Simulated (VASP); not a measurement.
Write the native input for VASP 6.6.1 that does the following.

- Task: relaxation of cell and atoms
- Functional: PBEsol
- Potentials or basis: VASP PAW PBE potentials, release 64 (Te)
- Cutoff: 600 eV
- k mesh: 9 × 9 × 6
- Occupations: gaussian, width 0.02 eV
- Spin: no spin polarisation
- Dipole correction: no
- Further INCAR settings: ALGO = Fast; EDIFF = 1e-07; IBRION = 2; EDIFFG = -0.005; NSW = 100; ISIF = 3

The structure of Te lies in POSCAR:

```
Te
1.0
    4.6182077007      0.0000000000      0.0000000000
   -2.3091038503      3.9994851887      0.0000000000
    0.0000000000      0.0000000000      5.8851148648
Te
3
Direct
    0.0000000000      0.2557281400      0.3333333300
    0.2557281400      0.0000000000      0.6666666700
    0.7442718600      0.7442718600      0.0000000000
```

These files were run (other wordings do the same):

INCAR

```
SYSTEM = Te
PREC     = Accurate       ! precision mode
ENCUT    = 600            ! plane-wave cutoff, eV
EDIFF    = 1E-7           ! SCF threshold, eV
ISMEAR   = 0              ! smearing method
SIGMA    = 0.02           ! smearing width, eV
LREAL    = .FALSE.        ! projectors in reciprocal space
LASPH    = .TRUE.         ! aspherical terms in the spheres
NELM     = 60             ! most SCF steps
ALGO     = Fast           ! electronic algorithm
ISIF     = 3              ! what is computed and relaxed
LWAVE    = .FALSE.        ! write WAVECAR
LCHARG   = .FALSE.        ! write CHGCAR
GGA      = PS             ! functional
IBRION   = 2              ! ionic algorithm
NSW      = 100            ! ionic steps
EDIFFG   = -0.005         ! ionic threshold
```

KPOINTS

```
regular mesh
0
G
  9 9 6
  0 0 0
```

Potentials or basis: VASP PAW PBE potentials, release 64 (Te).

The run is started by

```sh
$ cat potpaw_PBE.64/Te/POTCAR > POTCAR
$ mpirun -np 1 vasp_std > vasp.out
```

It gave:

| Property | Result |
| --- | --- |
| Relaxed volume | 32.05 Å³/atom |
| Relaxed cell | a = 4.316 Å, b = 4.316 Å, c = 5.961 Å, α = 90.00°, β = 90.00°, γ = 120.00° |
| Space group after relaxing (to 0.1 Å) | P3_221 (No. 154) |
| Energy gained by relaxing | 40.8 meV/atom |
| Ionic steps | 14 |
| Pressure after relaxing | 0.0 GPa |
| Band gap on the k mesh | zero (filled and empty bands touch) |

Caveat: the PAW data sets were made with another functional, which shifts forces and pressure a little; spin-orbit coupling is left out, which moves the levels of the heavy elements.

It took 25 min on 1 thread of AMD EPYC 9755 128-Core Processor (shared host), peak memory 0.31 GiB.
